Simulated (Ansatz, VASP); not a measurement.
## MgAu: VASP beside Ansatz

INCAR

```
SYSTEM = MgAu
PREC     = Accurate       ! precision mode
ENCUT    = 520            ! plane-wave cutoff, eV
EDIFF    = 1E-8           ! SCF threshold, eV
ISMEAR   = -1             ! smearing method
SIGMA    = 0.05           ! smearing width, eV
LREAL    = .FALSE.        ! projectors in reciprocal space
LASPH    = .TRUE.         ! aspherical terms in the spheres
NELM     = 60             ! most SCF steps
ALGO     = Normal         ! electronic algorithm
ISIF     = 2              ! what is computed and relaxed
LWAVE    = .FALSE.        ! write WAVECAR
LCHARG   = .FALSE.        ! write CHGCAR
GGA      = CA             ! functional
LEFG     = .TRUE.       
NBANDS   = 14             ! bands
```

The input KPOINTS:

```
Automatic mesh
0
G
  13 13 13
  0 0 0
```

File POSCAR:

```
MgAu
1.0
    3.3018864970      0.0000000000      0.0000000000
    0.0000000000      3.3018864970      0.0000000000
    0.0000000000      0.0000000000      3.3018864970
Mg Au
1 1
Direct
    0.5000000000      0.5000000000      0.5000000000
    0.0000000000      0.0000000000      0.0000000000
```

Input for Ansatz:

```yaml
crystal:
  lattice:
    - [3.301886497, 0.0, 0.0]
    - [0.0, 3.301886497, 0.0]
    - [0.0, 0.0, 3.301886497]
  atoms:
    - { symbol: Mg, position: [0.5, 0.5, 0.5] }
    - { symbol: Au, position: [0.0, 0.0, 0.0] }
kpoints:
  mp_grid: { grid: [13, 13, 13] }
scf:
  occupations: { method: fermi_dirac, width: 0.05 }
hamiltonian:
  xc: lda
  pseudopotentials: { kind: paw }
output:
  forces: true
  stress: true
  eigenvalues: true
  efg: { contact_densities: true }
  write_density: true
  write_potential: true
  elf: true
  volumetric_format: npy
```

Change from the starting cell: volume scaled by 1.04, PAW files.

Alike in both runs: task electric field gradients; functional LDA; k mesh 13 × 13 × 13; occupations fermi-dirac, width 0.05 eV; no spin polarisation.

|  | VASP | Ansatz |
| --- | --- | --- |
| version | VASP 6.6.1 | Ansatz 0.2.0 |
| potentials or method | VASP PAW LDA potentials, release 64 (Mg, Au) | PAW with Ansatz's default frozen-core files, scalar-relativistic |
| plane-wave cutoff (eV) | 520 | 420 |
| valence electrons in the cell | 13 | 29 |

```tsv
	VASP	Ansatz	Ansatz less VASP
pressure (GPa)	-6.9	-6.5	+0.37
```

LDA's correlation is that of Perdew and Zunger in VASP and of Perdew and Wang (1992) in Ansatz. VASP's potentials hold 13 valence electrons a cell and Ansatz's 29, so a difference there can come from the potentials and not from the codes.

Neither program's run includes spin-orbit coupling.
